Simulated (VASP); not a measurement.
# ZrIn26As27 (a cell with a defect) in VASP: single point with PBE

Aim: the single point of ZrIn26As27 (a cell with a defect) with PBE.

Everything below comes from runs of VASP 6.6.1. Logs are shortened: lines on timing, memory, paths and dates and some standing lists are left out, and cuts for length are marked.

**1. The cell of the first run**

The cell holds a defect, 54 atoms: a = 12.804 Å, b = 12.804 Å, c = 12.804 Å, α = 60.00°, β = 60.00°, γ = 60.00°.

**2. Single point, PBE**

The input, INCAR:

```
SYSTEM = ZrIn26As27
ALGO = Normal
EDIFF = 1E-6
ENCUT = 520
GGA = PE
ISIF = 2
ISMEAR = -1
LASPH = .True.
LCHARG = .False.
LREAL = Auto
LUSENCCL = .False.
LWAVE = .False.
NBANDS = 276
NELECT = 484.0
NELM = 100
PREC = Accurate
SIGMA = 0.01
```

The input, KPOINTS:

```
k-points
0
Gamma
  2 2 2
  0 0 0
```

The input, POSCAR:

```
ZrIn26As27
1.0
    0.0000000000      9.0540000000      9.0540000000
    9.0540000000      0.0000000000      9.0540000000
    9.0540000000      9.0540000000      0.0000000000
Zr In As
1 26 27
Direct
    0.0000000000      0.0000000000      0.0000000000
   -0.0009326732     -0.0009326732      0.3356807070
   -0.0009326732     -0.0009326732      0.6661846394
   -0.0009326732      0.3356807070     -0.0009326732
   -0.0011829359      0.3337276453      0.3337276453
   -0.0009326732      0.3356807070      0.6661846394
   -0.0009326732      0.6661846394     -0.0009326732
   -0.0009326732      0.6661846394      0.3356807070
   -0.0004948469      0.6668316156      0.6668316156
    0.3356807070     -0.0009326732     -0.0009326732
    0.3337276453     -0.0011829359      0.3337276453
    0.3356807070     -0.0009326732      0.6661846394
    0.3337276453      0.3337276453     -0.0011829359
    0.3337276453      0.3337276453      0.3337276453
    0.3338085620      0.3338085620      0.6661914380
    0.3356807070      0.6661846394     -0.0009326732
    0.3338085620      0.6661914380      0.3338085620
    0.3338085620      0.6661914380      0.6661914380
    0.6661846394     -0.0009326732     -0.0009326732
    0.6661846394     -0.0009326732      0.3356807070
    0.6668316156     -0.0004948469      0.6668316156
    0.6661846394      0.3356807070     -0.0009326732
    0.6661914380      0.3338085620      0.3338085620
    0.6661914380      0.3338085620      0.6661914380
    0.6668316156      0.6668316156     -0.0004948469
    0.6661914380      0.6661914380      0.3338085620
    0.6668316156      0.6668316156      0.6668316156
    0.0826495495      0.0826495495      0.0826495495
    0.0838545431      0.0838545431      0.4161454569
    0.0826495495      0.0826495495      0.7520513516
    0.0838545431      0.4161454569      0.0838545431
    0.0838545431      0.4161454569      0.4161454569
    0.0840595906      0.4167015061      0.7496194516
    0.0826495495      0.7520513516      0.0826495495
    0.0840595906      0.7496194516      0.4167015061
    0.0840595906      0.7496194516      0.7496194516
    0.4161454569      0.0838545431      0.0838545431
    0.4161454569      0.0838545431      0.4161454569
    0.4167015061      0.0840595906      0.7496194516
    0.4161454569      0.4161454569      0.0838545431
    0.4167852376      0.4167852376      0.4167852376
    0.4167852376      0.4167852376      0.7496442873
    0.4167015061      0.7496194516      0.0840595906
    0.4167852376      0.7496442873      0.4167852376
    0.4167015061      0.7496194516      0.7496194516
    0.7520513516      0.0826495495      0.0826495495
    0.7496194516      0.0840595906      0.4167015061
    0.7496194516      0.0840595906      0.7496194516
    0.7496194516      0.4167015061      0.0840595906
    0.7496442873      0.4167852376      0.4167852376
    0.7496194516      0.4167015061      0.7496194516
    0.7496194516      0.7496194516      0.0840595906
    0.7496194516      0.7496194516      0.4167015061
    0.7500000000      0.7500000000      0.7500000000
```

Potentials or basis: VASP PAW PBE potentials, release 64 (Zr_sv, In_d, As).

The run is started by

```console
$ cat potpaw_PBE.64/Zr_sv/POTCAR potpaw_PBE.64/In_d/POTCAR potpaw_PBE.64/As/POTCAR > POTCAR
$ mpirun -np 1 vasp_std > vasp.out
```

OUTCAR:

```text
SYSTEM = ZrIn26As27
   EDIFF = 1E-6
   ENCUT = 520
   GGA = PE
   ISIF = 2
   ISMEAR = -1
   LASPH = .True.
   LREAL = Auto
   NELECT = 484.0
   NELM = 100
   PREC = Accurate

 ion  position               nearest neighbor table
   1  0.000  0.000  0.000-  30 2.59  34 2.59  46 2.59  28 2.59
   2  0.999  0.999  0.336-  35 2.61  47 2.61  29 2.61  28 2.65
   3  0.999  0.999  0.666-  36 2.61  48 2.61  29 2.61  30 2.65
   4  0.999  0.336  0.999-  49 2.61  33 2.61  31 2.61  28 2.65
   5  0.999  0.334  0.334-  50 2.61  32 2.61  29 2.61  31 2.61
   6  0.999  0.336  0.666-  33 2.61  51 2.61  32 2.61  30 2.65
[... 46 lines left out ...]
  53  0.750  0.750  0.417-   8 2.61  20 2.61  26 2.61  27 2.62
  54  0.750  0.750  0.750-   9 2.61  21 2.61  25 2.61  27 2.61

  LATTYP: Found a face centered cubic cell.
 ALAT       =    18.1080000000

  Lattice vectors:

 A1 = (   0.0000000000,   9.0540000000,   9.0540000000)
 A2 = (   9.0540000000,   0.0000000000,   9.0540000000)
 A3 = (   9.0540000000,   9.0540000000,   0.0000000000)

Analysis of symmetry for initial positions (statically):
=====================================================================
 Subroutine PRICEL returns:
 Original cell was already a primitive cell.

 Routine SETGRP: Setting up the symmetry group for a
 face centered cubic supercell.

 Subroutine GETGRP returns: Found 24 space group operations
 (whereof 24 operations were pure point group operations)
 out of a pool of 48 trial point group operations.

The static configuration has the point symmetry T_d .

Analysis of symmetry for dynamics (positions and initial velocities):
=====================================================================
 Subroutine PRICEL returns:
 Original cell was already a primitive cell.

 Routine SETGRP: Setting up the symmetry group for a
 face centered cubic supercell.

 Subroutine GETGRP returns: Found 24 space group operations
 (whereof 24 operations were pure point group operations)
 out of a pool of 48 trial point group operations.

The dynamic configuration has the point symmetry T_d .

 Subroutine INISYM returns: Found 24 space group operations
 (whereof 24 operations are pure point group operations),
 and found     1 'primitive' translations

----------------------------------------------------------------------------------------

                                     Primitive cell

  volume of cell :    1484.4018

  direct lattice vectors                    reciprocal lattice vectors
     0.000000000  9.054000000  9.054000000    -0.055224210  0.055224210  0.055224210
     9.054000000  0.000000000  9.054000000     0.055224210 -0.055224210  0.055224210
     9.054000000  9.054000000  0.000000000     0.055224210  0.055224210 -0.055224210

  length of vectors
    12.804289594 12.804289594 12.804289594     0.095651138  0.095651138  0.095651138

  position of ions in fractional coordinates (direct lattice)
     0.000000000  0.000000000  0.000000000
     0.999067327  0.999067327  0.335680707
     0.999067327  0.999067327  0.666184639
     0.999067327  0.335680707  0.999067327
     0.998817064  0.333727645  0.333727645
     0.999067327  0.335680707  0.666184639
[... 46 lines left out ...]
     0.749619452  0.749619452  0.416701506
     0.750000000  0.750000000  0.750000000

  ion indices of the primitive-cell ions
   primitive index   ion index
                 1           1
                 2           2
                 3           3
                 4           4
                 5           5
                 6           6
[... 46 lines left out ...]
                53          53
                54          54

----------------------------------------------------------------------------------------

 KPOINTS: k-points

Automatic generation of k-mesh.
 Grid dimensions read from file:
 generate k-points for:    2    2    2

 Generating k-lattice:

  Cartesian coordinates                     Fractional coordinates (reciprocal lattice)
    -0.027612105  0.027612105  0.027612105     0.500000000  0.000000000  0.000000000
     0.027612105 -0.027612105  0.027612105     0.000000000  0.500000000  0.000000000
     0.027612105  0.027612105 -0.027612105     0.000000000  0.000000000  0.500000000

  Length of vectors
     0.047825569  0.047825569  0.047825569

  Shift w.r.t. Gamma in fractional coordinates (k-lattice)
     0.000000000  0.000000000  0.000000000

 Subroutine IBZKPT returns following result:
 ===========================================

 Found      3 irreducible k-points:

 Following reciprocal coordinates:
            Coordinates               Weight
  0.000000  0.000000  0.000000      1.000000
  0.500000  0.000000  0.000000      4.000000
  0.500000  0.500000  0.000000      3.000000
   k-points           NKPTS =      3   k-points in BZ     NKDIM =      3   number of bands    NBANDS=    276
   number of dos      NEDOS =    301   number of ions     NIONS =     54
   total plane-waves  NPLWV = 884736
   dimension x,y,z NGX =    96 NGY =   96 NGZ =   96
   dimension x,y,z NGXF=   192 NGYF=  192 NGZF=  192
   ions per type =               1  26  27
   NGX,Y,Z   is equivalent  to a cutoff of  12.46, 12.46, 12.46 a.u.
   NGXF,Y,Z  is equivalent  to a cutoff of  24.93, 24.93, 24.93 a.u.
 SYSTEM =  ZrIn26As27
   PREC   = accura    normal or accurate (medium, high low for compatibility)
   ISTART =      0    job   : 0-new  1-cont  2-samecut
   ICHARG =      2    charge: 1-file 2-atom 10-const
   ISPIN  =      1    spin polarized calculation?
   LNONCOLLINEAR =      F non collinear calculations
   LSORBIT =      F    spin-orbit coupling
   LASPH  =      T    aspherical Exc in radial PAW
   ENCUT  =  520.0 eV  38.22 Ry    6.18 a.u.  23.81 23.81 23.81*2*pi/ulx,y,z
   NELM   =    100;   NELMIN=  2; NELMDL= -5     # of ELM steps
   EDIFF  = 0.1E-05   stopping-criterion for ELM
   LREAL  =      T    real-space projection
   EDIFFG = 0.1E-04   stopping-criterion for IOM
   NSW    =      0    number of steps for IOM
   IBRION =     -1    ionic relax: 0-MD 1-quasi-New 2-CG
   NFREE  =      0    steps in history (QN), initial steepest desc. (CG)
   ISIF   =      2    stress and relaxation
   ISYM   =      2    0-nonsym 1-usesym 2-fastsym
   POTIM  = 0.5000    time-step for ionic-motion
   TEBEG  =    0.0;   TEEND  =   0.0 temperature during run
   PSTRESS=    0.0 pullay stress
   NELECT =     484.0000    total number of electrons
   NUPDOWN=      -1.0000    fix difference up-down
   EMIN   =  10.00;   EMAX   =-10.00  energy-range for DOS
   EFERMI =   0.00;   METHOD = LEGACY
   ISMEAR =    -1;   SIGMA  =   0.01  broadening in eV -4-tet -1-fermi 0-gaus
   EFERMI_NEDOS =   21; number of points for ismear=-14 and -15
   IALGO  =     38    algorithm
   IMIX   =      4    mixing-type and parameters
     AMIX     =   0.40;   BMIX     =  1.00
     AMIX_MAG =   1.60;   BMIX_MAG =  1.00
  volume/ion in A,a.u.               =      27.49       185.50
  Fermi-wavevector in a.u.,A,eV,Ry     =   1.126781  2.129307 17.274434  1.269635
  Thomas-Fermi vector in A             =   2.263464
   LORBIT       =      0    0 simple, 1 ext, 2 COOP (PROOUT), +10 PAW based schemes
   GGA     = PE    functional components
   LHFCALC =     F    Hartree Fock is set to
   AEXX    =    0.0000 exact exchange contribution
   IVDW    =     0    specifies the selected vdW correction
   LEPSILON=     F    determine dielectric tensor
   LRPA    =     F    only Hartree local field effects (RPA)
 non-spin polarized calculation
  energy-cutoff  :      520.00
  volume of cell :     1484.40
 maximum number of plane-waves:     40026
 NGX is ok and might be reduce to    96
   NGX = 47   NGY = 47   NGZ = 47

 number of electron     483.9999899 magnetization

 Free energy of the ion-electron system (eV)
  ---------------------------------------------------
  ext. energy  EPLUGINS =         0.00000000
  ---------------------------------------------------
  free energy    TOTEN  =      -217.54840708 eV

  energy without entropy =     -217.54465494  energy(sigma->0) =     -217.54653101

 E-fermi :   4.4952     XC(G=0):  -9.1054

 val. band max:        4.4722020028   @ k =   0.0000   0.0000   0.0000
 cond. band min:       4.5050085391   @ k =   0.0000   0.0000   0.0000
 fundamental gap:      0.0328065363
 Fermi energy:         4.4952155041

 k-point     1 :       0.0000    0.0000    0.0000
  band No.  band energies     occupation
      1     -44.8819      2.00000
      2     -22.9465      2.00000
      3     -22.9465      2.00000
      4     -22.9465      2.00000
      5      -9.9921      2.00000
      6      -9.9915      2.00000
[... 246 lines left out ...]
    253       6.0863      0.00000
    254       6.3551      0.00000

 k-point     2 :       0.5000    0.0000    0.0000
  band No.  band energies     occupation
      1     -44.8819      2.00000
      2     -22.9465      2.00000
      3     -22.9465      2.00000
      4     -22.9465      2.00000
      5     -10.0017      2.00000
      6     -10.0017      2.00000
[... 246 lines left out ...]
    253       6.6390      0.00000
    254       6.7777      0.00000

 k-point     3 :       0.5000    0.5000    0.0000
  band No.  band energies     occupation
      1     -44.8819      2.00000
      2     -22.9465      2.00000
      3     -22.9465      2.00000
      4     -22.9465      2.00000
      5     -10.0152      2.00000
      6     -10.0043      2.00000
[... 246 lines left out ...]
    253       6.8127      0.00000
    254       6.8213      0.00000
 [bands above 254 left out]

------------------------ aborting loop because EDIFF is reached ----------------------------------------

  FORCE on cell =-STRESS in cart. coord.  units (eV):
  Direction    XX          YY          ZZ          XY          YZ          ZX
  --------------------------------------------------------------------------------------
  -------------------------------------------------------------------------------------
  Total       30.6625498     30.6625498     30.6625498      0.0000000      0.0000000     -0.0000000
  in kB       33.0953809     33.0953809     33.0953809      0.0000000      0.0000000     -0.0000000
  external PRESSURE =      33.0953809 kB  Pullay stress =       0.0000000 kB

 VOLUME and BASIS-vectors are now :
 -----------------------------------------------------------------------------
  energy-cutoff  :      520.00
  volume of cell :     1484.40
      direct lattice vectors                 reciprocal lattice vectors
     0.000000000  9.054000000  9.054000000    -0.055224210  0.055224210  0.055224210
     9.054000000  0.000000000  9.054000000     0.055224210 -0.055224210  0.055224210
     9.054000000  9.054000000  0.000000000     0.055224210  0.055224210 -0.055224210

 POSITION                                       TOTAL-FORCE (eV/Angst)
 -----------------------------------------------------------------------------------
      0.00000      0.00000      0.00000         0.000000      0.000000      0.000000
     12.08481     12.08481     18.09111         0.018196      0.018196     -0.007920
     15.07719     15.07719     18.09111        -0.018196     -0.018196     -0.007920
     12.08481     18.09111     12.08481         0.018196     -0.007920      0.018196
      6.04314     12.06486     12.06486         0.016502     -0.016502     -0.016502
      9.07089     15.07719     12.08481         0.007920     -0.018196      0.018196
[... 46 lines left out ...]
     10.55987     10.55987     13.57411         0.001046      0.001046     -0.000717
     13.58100     13.58100     13.58100         0.000000      0.000000      0.000000
 -----------------------------------------------------------------------------------
    total drift:                                0.000001      0.000001     -0.000001

  FREE ENERGIE OF THE ION-ELECTRON SYSTEM (eV)
  ---------------------------------------------------
  free  energy   TOTEN  =      -217.5484070811 eV

  energy  without entropy=     -217.5446549448  energy(sigma->0) =     -217.54653101
```

Run time: 3.9 min. Hardware: 1 × NVIDIA H100 80GB with 1 thread of AMD EPYC 7R13 (Zen 3), shared host; peak memory 2.5 GiB.

Results:

- Free energy: -217.5484 eV
- Largest force: 0.029 eV/Å

Forces in eV/Å, atoms in the order of the input:
```
Zr   0.000  0.000  0.000
In   0.018  0.018 -0.008
In  -0.018 -0.018 -0.008
In   0.018 -0.008  0.018
In   0.017 -0.017 -0.017
In   0.008 -0.018  0.018
In  -0.018 -0.008 -0.018
In   0.008  0.018 -0.018
In  -0.003  0.003  0.003
In  -0.008  0.018  0.018
In  -0.017  0.017 -0.017
In  -0.018  0.008  0.018
In  -0.017 -0.017  0.017
In   0.017  0.017  0.017
In   0.000  0.000  0.010
In  -0.018  0.018  0.008
In   0.000  0.010  0.000
In  -0.010  0.000  0.000
In  -0.008 -0.018 -0.018
In   0.018  0.008 -0.018
In   0.003 -0.003  0.003
In   0.018 -0.018  0.008
In   0.010  0.000  0.000
In   0.000 -0.010  0.000
In   0.003  0.003 -0.003
In   0.000  0.000 -0.010
In  -0.003 -0.003 -0.003
As  -0.009 -0.009 -0.009
As   0.000  0.000 -0.002
As   0.009  0.009 -0.009
As   0.000 -0.002  0.000
As   0.002  0.000  0.000
As   0.001 -0.001  0.001
As   0.009 -0.009  0.009
As   0.001  0.001 -0.001
As  -0.001 -0.001 -0.001
As  -0.002  0.000  0.000
As   0.000  0.002  0.000
As  -0.001  0.001  0.001
As   0.000  0.000  0.002
As  -0.006 -0.006 -0.006
As   0.006  0.006 -0.006
As  -0.001  0.001  0.001
As   0.006 -0.006  0.006
As  -0.001  0.001  0.001
As  -0.009  0.009  0.009
As   0.001  0.001 -0.001
As  -0.001 -0.001 -0.001
As   0.001 -0.001  0.001
As  -0.006  0.006  0.006
As   0.001 -0.001  0.001
As  -0.001 -0.001 -0.001
As   0.001  0.001 -0.001
As   0.000  0.000  0.000
```

Caveat: the cell carries a net charge on a neutralising background, which shifts energy and pressure; the cell is charged against a uniform background, so pressure and absolute levels hang on convention; spin-orbit coupling is left out, which moves the levels of the heavy elements.
